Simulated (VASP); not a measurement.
# TlCl (Pm-3m) in VASP: notebook, part 3 of 3

VASP 6.6.1.

## (4) Single point, PBE

Input file INCAR:

```
SYSTEM = TlCl
ALGO = Normal ; EDIFF = 1E-6
ENCUT = 500 ; GGA = PE
GGA_COMPAT = .False. ; ISIF = 2
ISMEAR = -1 ; LASPH = .True.
LCHARG = .False. ; LREAL = .False.
LWAVE = .False. ; NBANDS = 17
NELM = 120 ; PREC = Accurate
SIGMA = 0.5
```

Input file KPOINTS:

```
k-points
0
Gamma
  4 4 4
  0 0 0
```

Input file POSCAR:

```
TlCl
1.0
    3.7936346963      0.0000000000      0.0000000000
    0.0000000000      3.7936346963      0.0000000000
    0.0000000000      0.0000000000      3.7936346963
Tl Cl
1 1
Direct
    0.0000000000      0.0000000000      0.0000000000
    0.5000000000      0.5000000000      0.5000000000
```

Potentials or basis: VASP PAW PBE potentials, release 64 (Tl_d, Cl).

The run is started by

```console
cat potpaw_PBE.64/Tl_d/POTCAR potpaw_PBE.64/Cl/POTCAR > POTCAR
mpirun -np 1 vasp_std > vasp.out
```

OUTCAR:

```text
SYSTEM = TlCl
   EDIFF = 1E-6
   ENCUT = 500
   GGA = PE
   ISIF = 2
   ISMEAR = -1
   LASPH = .True.
   LREAL = .False.
   NELM = 120
   PREC = Accurate

 ion  position               nearest neighbor table
   1  0.000  0.000  0.000-   2 3.29   2 3.29   2 3.29   2 3.29   2 3.29   2 3.29   2 3.29   2 3.29

   2  0.500  0.500  0.500-   1 3.29   1 3.29   1 3.29   1 3.29   1 3.29   1 3.29   1 3.29   1 3.29

  LATTYP: Found a simple cubic cell.
 ALAT       =     3.7936346963

  Lattice vectors:

 A1 = (   3.7936346963,   0.0000000000,   0.0000000000)
 A2 = (   0.0000000000,   3.7936346963,   0.0000000000)
 A3 = (   0.0000000000,   0.0000000000,   3.7936346963)

Analysis of symmetry for initial positions (statically):
=====================================================================
 Subroutine PRICEL returns:
 Original cell was already a primitive cell.

 Routine SETGRP: Setting up the symmetry group for a
 simple cubic supercell.

 Subroutine GETGRP returns: Found 48 space group operations
 (whereof 48 operations were pure point group operations)
 out of a pool of 48 trial point group operations.

The static configuration has the point symmetry O_h .

Analysis of symmetry for dynamics (positions and initial velocities):
=====================================================================
 Subroutine PRICEL returns:
 Original cell was already a primitive cell.

 Routine SETGRP: Setting up the symmetry group for a
 simple cubic supercell.

 Subroutine GETGRP returns: Found 48 space group operations
 (whereof 48 operations were pure point group operations)
 out of a pool of 48 trial point group operations.

The dynamic configuration has the point symmetry O_h .

 Subroutine INISYM returns: Found 48 space group operations
 (whereof 48 operations are pure point group operations),
 and found     1 'primitive' translations

----------------------------------------------------------------------------------------

                                     Primitive cell

  volume of cell :      54.5967

  direct lattice vectors                    reciprocal lattice vectors
     3.793634696  0.000000000  0.000000000     0.263599445  0.000000000  0.000000000
     0.000000000  3.793634696  0.000000000     0.000000000  0.263599445  0.000000000
     0.000000000  0.000000000  3.793634696     0.000000000  0.000000000  0.263599445

  length of vectors
     3.793634696  3.793634696  3.793634696     0.263599445  0.263599445  0.263599445

  position of ions in fractional coordinates (direct lattice)
     0.000000000  0.000000000  0.000000000
     0.500000000  0.500000000  0.500000000

  ion indices of the primitive-cell ions
   primitive index   ion index
                 1           1
                 2           2

----------------------------------------------------------------------------------------

 KPOINTS: k-points

Automatic generation of k-mesh.
 Grid dimensions read from file:
 generate k-points for:    4    4    4

 Generating k-lattice:

  Cartesian coordinates                     Fractional coordinates (reciprocal lattice)
     0.065899861  0.000000000  0.000000000     0.250000000  0.000000000  0.000000000
     0.000000000  0.065899861  0.000000000     0.000000000  0.250000000  0.000000000
     0.000000000  0.000000000  0.065899861     0.000000000  0.000000000  0.250000000

  Length of vectors
     0.065899861  0.065899861  0.065899861

  Shift w.r.t. Gamma in fractional coordinates (k-lattice)
     0.000000000  0.000000000  0.000000000

 Subroutine IBZKPT returns following result:
 ===========================================

 Found     10 irreducible k-points:

 Following reciprocal coordinates:
            Coordinates               Weight
  0.000000  0.000000  0.000000      1.000000
  0.250000  0.000000  0.000000      6.000000
  0.500000  0.000000  0.000000      3.000000
  0.250000  0.250000  0.000000     12.000000
  0.500000  0.250000  0.000000     12.000000
  0.500000  0.500000  0.000000      3.000000
  0.250000  0.250000  0.250000      8.000000
  0.500000  0.250000  0.250000     12.000000
  0.500000  0.500000  0.250000      6.000000
  0.500000  0.500000  0.500000      1.000000
   k-points           NKPTS =     10   k-points in BZ     NKDIM =     10   number of bands    NBANDS=     17
   number of dos      NEDOS =    301   number of ions     NIONS =      2
   total plane-waves  NPLWV =  21952
   dimension x,y,z NGX =    28 NGY =   28 NGZ =   28
   dimension x,y,z NGXF=    56 NGYF=   56 NGZF=   56
   ions per type =               1   1
   NGX,Y,Z   is equivalent  to a cutoff of  12.27, 12.27, 12.27 a.u.
   NGXF,Y,Z  is equivalent  to a cutoff of  24.54, 24.54, 24.54 a.u.
 SYSTEM =  TlCl
   PREC   = accura    normal or accurate (medium, high low for compatibility)
   ISTART =      0    job   : 0-new  1-cont  2-samecut
   ICHARG =      2    charge: 1-file 2-atom 10-const
   ISPIN  =      1    spin polarized calculation?
   LNONCOLLINEAR =      F non collinear calculations
   LSORBIT =      F    spin-orbit coupling
   LASPH  =      T    aspherical Exc in radial PAW
   ENCUT  =  500.0 eV  36.75 Ry    6.06 a.u.   6.92  6.92  6.92*2*pi/ulx,y,z
   NELM   =    120;   NELMIN=  2; NELMDL= -5     # of ELM steps
   EDIFF  = 0.1E-05   stopping-criterion for ELM
   LREAL  =      F    real-space projection
[... 7 lines left out ...]
   TEBEG  =    0.0;   TEEND  =   0.0 temperature during run
   PSTRESS=    0.0 pullay stress
   NELECT =      20.0000    total number of electrons
   NUPDOWN=      -1.0000    fix difference up-down
   EMIN   =  10.00;   EMAX   =-10.00  energy-range for DOS
   EFERMI =   0.00;   METHOD = LEGACY
   ISMEAR =    -1;   SIGMA  =   0.50  broadening in eV -4-tet -1-fermi 0-gaus
   EFERMI_NEDOS =   21; number of points for ismear=-14 and -15
   IALGO  =     38    algorithm
   IMIX   =      4    mixing-type and parameters
     AMIX     =   0.40;   BMIX     =  1.00
     AMIX_MAG =   1.60;   BMIX_MAG =  1.00
  volume/ion in A,a.u.               =      27.30       184.22
  Fermi-wavevector in a.u.,A,eV,Ry     =   1.171375  2.213578 18.668821  1.372120
  Thomas-Fermi vector in A             =   2.307820
   LORBIT       =      0    0 simple, 1 ext, 2 COOP (PROOUT), +10 PAW based schemes
   GGA     = PE    functional components
   LHFCALC =     F    Hartree Fock is set to
   AEXX    =    0.0000 exact exchange contribution
   IVDW    =     0    specifies the selected vdW correction
   LEPSILON=     F    determine dielectric tensor
   LRPA    =     F    only Hartree local field effects (RPA)
 non-spin polarized calculation
  energy-cutoff  :      500.00
  volume of cell :       54.60
 maximum number of plane-waves:      1406
 NGX is ok and might be reduce to    28
   NGX = 13   NGY = 13   NGZ = 13

 number of electron      20.0000002 magnetization

 Free energy of the ion-electron system (eV)
  ---------------------------------------------------
  ext. energy  EPLUGINS =         0.00000000
  ---------------------------------------------------
  free energy    TOTEN  =        -6.01895450 eV

  energy without entropy =       -5.83340399  energy(sigma->0) =       -5.92617925

 E-fermi :   4.3317     XC(G=0):  -9.3016

 val. band max:        3.0624509018   @ k =   0.5000   0.0000   0.0000
 cond. band min:       5.0803578684   @ k =   0.5000   0.0000   0.0000
 fundamental gap:      2.0179069665
 Fermi energy:         4.3316637219

 k-point     1 :       0.0000    0.0000    0.0000
  band No.  band energies     occupation
      1     -10.9451      2.00000
      2      -6.9126      2.00000
      3      -6.9126      2.00000
      4      -6.6449      2.00000
      5      -6.6449      2.00000
      6      -6.6449      2.00000
[... 9 lines left out ...]
     16      15.9328      0.00000
     17      17.2832      0.00000

 k-point     2 :       0.2500    0.0000    0.0000
  band No.  band energies     occupation
      1     -10.8119      2.00000
      2      -6.9043      2.00000
      3      -6.8185      2.00000
      4      -6.6910      2.00000
      5      -6.6910      2.00000
      6      -6.6407      2.00000
[... 9 lines left out ...]
     16      16.3417      0.00000
     17      17.2703      0.00000
[... 141 lines left out ...]
 k-point    10 :       0.5000    0.5000    0.5000
  band No.  band energies     occupation
      1     -10.3401      2.00000
      2      -6.8515      2.00000
      3      -6.8515      2.00000
      4      -6.8515      2.00000
      5      -6.5649      2.00000
      6      -6.5649      2.00000
[... 9 lines left out ...]
     16      16.0874      0.00000
     17      20.1230      0.00000

------------------------ aborting loop because EDIFF is reached ----------------------------------------

  FORCE on cell =-STRESS in cart. coord.  units (eV):
  Direction    XX          YY          ZZ          XY          YZ          ZX
  --------------------------------------------------------------------------------------
  -------------------------------------------------------------------------------------
  Total        0.7699890      0.7699890      0.7699890      0.0000000      0.0000000     -0.0000000
  in kB       22.5958432     22.5958432     22.5958432      0.0000000      0.0000000     -0.0000000
  external PRESSURE =      22.5958432 kB  Pullay stress =       0.0000000 kB

 VOLUME and BASIS-vectors are now :
 -----------------------------------------------------------------------------
  energy-cutoff  :      500.00
  volume of cell :       54.60
      direct lattice vectors                 reciprocal lattice vectors
     3.793634696  0.000000000  0.000000000     0.263599445  0.000000000  0.000000000
     0.000000000  3.793634696  0.000000000     0.000000000  0.263599445  0.000000000
     0.000000000  0.000000000  3.793634696     0.000000000  0.000000000  0.263599445

 POSITION                                       TOTAL-FORCE (eV/Angst)
 -----------------------------------------------------------------------------------
      0.00000      0.00000      0.00000         0.000000      0.000000      0.000000
      1.89682      1.89682      1.89682         0.000000      0.000000      0.000000
 -----------------------------------------------------------------------------------
    total drift:                               -0.000000      0.000000      0.000000

  FREE ENERGIE OF THE ION-ELECTRON SYSTEM (eV)
  ---------------------------------------------------
  free  energy   TOTEN  =        -6.0189545020 eV

  energy  without entropy=       -5.8334039918  energy(sigma->0) =       -5.92617925
```

OSZICAR:

```text
N       E                     dE             d eps       ncg     rms          rms(c)
DAV:   1     0.920833214179E+02    0.92083E+02   -0.97764E+03   364   0.996E+02
DAV:   2    -0.286491228487E+01   -0.94948E+02   -0.91819E+02   421   0.225E+02
DAV:   3    -0.635972091685E+01   -0.34948E+01   -0.34821E+01   370   0.373E+01
DAV:   4    -0.638619114298E+01   -0.26470E-01   -0.26466E-01   468   0.380E+00
DAV:   5    -0.638650338195E+01   -0.31224E-03   -0.31223E-03   388   0.401E-01    0.347E+00
DAV:   6    -0.604179354122E+01    0.34471E+00   -0.60215E-01   374   0.411E+00    0.224E+00
DAV:   7    -0.602017081450E+01    0.21623E-01   -0.96963E-02   402   0.151E+00    0.131E+00
DAV:   8    -0.601926310193E+01    0.90771E-03   -0.17170E-02   387   0.885E-01    0.260E-01
DAV:   9    -0.601887931739E+01    0.38378E-03   -0.71851E-04   409   0.149E-01    0.156E-01
DAV:  10    -0.601896025093E+01   -0.80934E-04   -0.90888E-04   351   0.151E-01    0.383E-02
DAV:  11    -0.601895488874E+01    0.53622E-05   -0.71317E-05   389   0.482E-02    0.240E-02
DAV:  12    -0.601895450199E+01    0.38675E-06   -0.22927E-06   390   0.868E-03
   1 F= -.60189545E+01 E0= -.59261792E+01  d E =-.185551E+00
```

stdout:

```text
POSCAR found type information on POSCAR TlCl
 POSCAR found :  2 types and       2 ions
 scaLAPACK will be used
 LDA part: xc-table for (Slater+PW92), standard interpolation
 POSCAR, INCAR and KPOINTS ok, starting setup
 FFT: planning ... GRIDC
 FFT: planning ... GRID_SOFT
 FFT: planning ... GRID
 WAVECAR not read
 entering main loop
```

It took 4.1 s on 1 thread of Intel Xeon 6975P-C (Granite Rapids), shared host; peak memory 0.15 GiB.

Results:

```yaml
Free_energy: -6.0190 eV
Pressure: 2.3 GPa
Band_gap_on_the_k_mesh: 2.02 eV, direct
```

Caveat: spin-orbit coupling is left out, which moves the levels of the heavy elements.

## (5) Single point, PBE

Input file INCAR:

```
ALGO = Normal
EDIFF = 1E-6
ENCUT = 500
GGA = PE
GGA_COMPAT = False
ISIF = 2
ISMEAR = 1
LASPH = True
LCHARG = False
LREAL = False
LWAVE = False
NBANDS = 17
NELM = 120
PREC = Accurate
SIGMA = 0.2
```

Input file KPOINTS:

```
k-points
0
Gamma
  4 4 4
```

POSCAR is that of step 4.

The run is started by

```console
cat potpaw_PBE.64/Tl_d/POTCAR potpaw_PBE.64/Cl/POTCAR > POTCAR
mpirun -np 1 vasp_std > vasp.out
```

Run time: 3.8 s. Hardware: 1 thread of Intel Xeon 6975P-C (Granite Rapids), shared host; peak memory 0.15 GiB.

The run converged. Its results:

| Item | Value |
| --- | --- |
| Free energy | -5.9764 eV |
| Pressure | 2.3 GPa |
| Band gap on the k mesh | 1.99 eV, direct |

Levels at points of the mesh, in eV from the valence-band top:
| k point | band 7 | band 8 | band 9 | band 10 | band 11 | band 12 | band 13 | band 14 |
| --- | --- | --- | --- | --- | --- | --- | --- | --- |
| (0.00, 0.00, 0.00) | -4.65 | -1.68 | -1.68 | -1.68 | 7.75 | 7.75 | 7.93 | 7.93 |
| (0.50, 0.00, 0.00) | -5.65 | -1.22 | -1.22 | 0.00 | 1.99 | 6.56 | 6.56 | 8.66 |
| (0.50, 0.50, 0.00) | -3.43 | -3.22 | -3.22 | -1.18 | 4.91 | 4.91 | 8.42 | 8.60 |
| (0.50, 0.50, 0.50) | -2.18 | -2.18 | -2.18 | -2.14 | 2.41 | 2.41 | 2.41 | 13.02 |

Caveat: spin-orbit coupling is left out, which moves the levels of the heavy elements.

## (6) Single point, PBE

Input file INCAR:

```
SYSTEM = TlCl
  ALGO = Normal
  EDIFF = 1E-6
  ENCUT = 500
  GGA = PE
  GGA_COMPAT = .FALSE.
  ISIF = 2
  ISMEAR = 1
  LASPH = .TRUE.
  LCHARG = .TRUE.
  LELF = .TRUE.
  LREAL = .FALSE.
  LVHAR = .TRUE.
  LWAVE = .FALSE.
  NBANDS = 17
  NELM = 120
  PREC = Accurate
  SIGMA = 0.05
```

Input file KPOINTS:

```
k-points
0
G
  4 4 4
  0 0 0
```

POSCAR is that of step 5.

Potentials or basis: VASP PAW PBE potentials, release 64 (Tl_d, Cl).

The run is started by

```console
cat potpaw_PBE.64/Tl_d/POTCAR potpaw_PBE.64/Cl/POTCAR > POTCAR
mpirun -np 1 vasp_std > vasp.out
```

It took 4.1 s on 1 thread of Intel Xeon 6975P-C (Granite Rapids), shared host; peak memory 0.15 GiB.

It converged, with:

```
Free energy            : -5.9768 eV
Pressure               : 2.3 GPa
Band gap on the k mesh : 1.99 eV, direct
```

Levels at points of the mesh, in eV from the valence-band top:
| k point | band 6 | band 7 | band 8 | band 9 | band 10 | band 11 | band 12 | band 13 | band 14 | band 15 |
| --- | --- | --- | --- | --- | --- | --- | --- | --- | --- | --- |
| (0.00, 0.00, 0.00) | -9.75 | -4.65 | -1.68 | -1.68 | -1.68 | 7.75 | 7.75 | 7.93 | 7.93 | 7.93 |
| (0.50, 0.00, 0.00) | -9.74 | -5.65 | -1.22 | -1.22 | 0.00 | 1.99 | 6.56 | 6.56 | 8.66 | 11.60 |
| (0.50, 0.50, 0.00) | -9.68 | -3.43 | -3.22 | -3.22 | -1.18 | 4.91 | 4.91 | 8.42 | 8.60 | 11.42 |
| (0.50, 0.50, 0.50) | -9.67 | -2.18 | -2.18 | -2.18 | -2.14 | 2.41 | 2.41 | 2.41 | 13.02 | 13.02 |

Caveat: spin-orbit coupling is left out, which moves the levels of the heavy elements.

## (7) Single point, PBE

Input file INCAR:

```
SYSTEM = TlCl
PREC = Accurate
ENCUT = 500
EDIFF = 1E-6
ISMEAR = 1
SIGMA = 0.5
LREAL = .FALSE.
LASPH = .TRUE.
NELM = 120
ALGO = Normal
ISIF = 2
LWAVE = .FALSE.
LCHARG = .TRUE.
GGA = PE
LELF = .TRUE.
LVHAR = .TRUE.
NBANDS = 17
GGA_COMPAT = .FALSE.
```

Input file KPOINTS:

```
Automatic mesh
0
G
  4 4 4
  0 0 0
```

POSCAR is that of step 6.

The run is started by

```console
cat potpaw_PBE.64/Tl_d/POTCAR potpaw_PBE.64/Cl/POTCAR > POTCAR
mpirun -np 1 vasp_std > vasp.out
```

Run time: 4.2 s. Hardware: 1 thread of Intel Xeon 6975P-C (Granite Rapids), shared host; peak memory 0.15 GiB.

Results (log left out):

| Item | Value |
| --- | --- |
| Free energy | -5.9742 eV |
| Pressure | 2.2 GPa |
| Band gap on the k mesh | 1.99 eV, direct |

Levels at points of the mesh, in eV from the valence-band top:
| k point | band 7 | band 8 | band 9 | band 10 | band 11 | band 12 | band 13 | band 14 |
| --- | --- | --- | --- | --- | --- | --- | --- | --- |
| (0.00, 0.00, 0.00) | -4.65 | -1.68 | -1.68 | -1.68 | 7.75 | 7.75 | 7.93 | 7.93 |
| (0.50, 0.00, 0.00) | -5.66 | -1.21 | -1.21 | 0.00 | 1.99 | 6.56 | 6.56 | 8.66 |
| (0.50, 0.50, 0.00) | -3.43 | -3.22 | -3.22 | -1.18 | 4.91 | 4.91 | 8.42 | 8.59 |
| (0.50, 0.50, 0.50) | -2.18 | -2.18 | -2.18 | -2.14 | 2.41 | 2.41 | 2.41 | 13.02 |

Caveat: spin-orbit coupling is left out, which moves the levels of the heavy elements.

## (8) Summary

| k mesh | smearing | gap on the mesh (eV) | pressure (GPa) |
| --- | --- | --- | --- |
| 5 × 5 × 5 | gaussian 0.01 eV | 2.90 | 2.2 |
| 4 × 4 × 4 | fermi-dirac 0.2 eV | 2.00 | 2.3 |
| 4 × 4 × 4 | fermi-dirac 0.5 eV | 2.02 | 2.3 |
| 4 × 4 × 4 | methfessel-paxton 0.2 eV | 1.99 | 2.3 |
| 4 × 4 × 4 | methfessel-paxton 0.05 eV | 1.99 | 2.3 |
| 4 × 4 × 4 | methfessel-paxton 0.5 eV | 1.99 | 2.2 |

Alike in all rows: task single point; level PBE; potentials or basis VASP PAW PBE potentials, release 64 (Tl_d, Cl); no spin polarisation; cell as given; cutoff (eV) 500.

On the cell as given the gap runs from 1.99 eV (PBE) to 2.90 eV (PBE); the meshes differ, which moves gaps too.

Caveats: spin-orbit coupling is left out, which moves the levels of the heavy elements.

Absolute energies hang on the potentials; compare differences alone.
